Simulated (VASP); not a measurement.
Write the native input for VASP 6.6.1 that does the following.

- Task: single point
- Functional: PBE
- Potentials or basis: VASP PAW PBE potentials, release 64 (Sn_d, Sb)
- Cutoff: 520 eV
- k mesh: 10 × 10 × 10
- Occupations: gaussian, width 0.1 eV
- Spin: no spin polarisation
- Dipole correction: no
- Further INCAR settings: ALGO = Normal; EDIFF = 1e-06; NBANDS = 22

The structure of SnSb3 lies in POSCAR:

```
SnSb3
1.0
    4.8113105683      0.0000000000      0.0000000000
    0.0000000000      4.8113105683      0.0000000000
    0.0000000000      0.0000000000      4.8113105683
Sn Sb
1 3
Direct
    0.0000000000      0.0000000000      0.0000000000
    0.0000000000      0.5000000000      0.5000000000
    0.5000000000      0.0000000000      0.5000000000
    0.5000000000      0.5000000000      0.0000000000
```

One way to write it, as run:

INCAR

```
PREC = Accurate
ENCUT = 520
EDIFF = 1E-6
ISMEAR = 0
SIGMA = 0.1
LREAL = F
LASPH = T
NELM = 80
ALGO = Normal
ISIF = 2
LWAVE = F
LCHARG = F
GGA = PE
NBANDS = 22
```

KPOINTS

```
Automatic mesh
0
Gamma
  10 10 10
```

Potentials or basis: VASP PAW PBE potentials, release 64 (Sn_d, Sb).

Launch:

```console
$ cat potpaw_PBE.64/Sn_d/POTCAR potpaw_PBE.64/Sb/POTCAR > POTCAR
$ mpirun -np 1 vasp_std > vasp.out
```

Results of the run:

```json
{
  "Pressure": "-0.1 GPa",
  "Band gap on the k mesh": "zero (an odd number of electrons rules out a gap without spin polarisation)"
}
```

Caveat: spin-orbit coupling is left out, which moves the levels of the heavy elements.

It took 31 s on 1 thread of Intel(R) Xeon(R) 6975P-C (Granite Rapids) (shared host), peak memory 0.28 GiB.
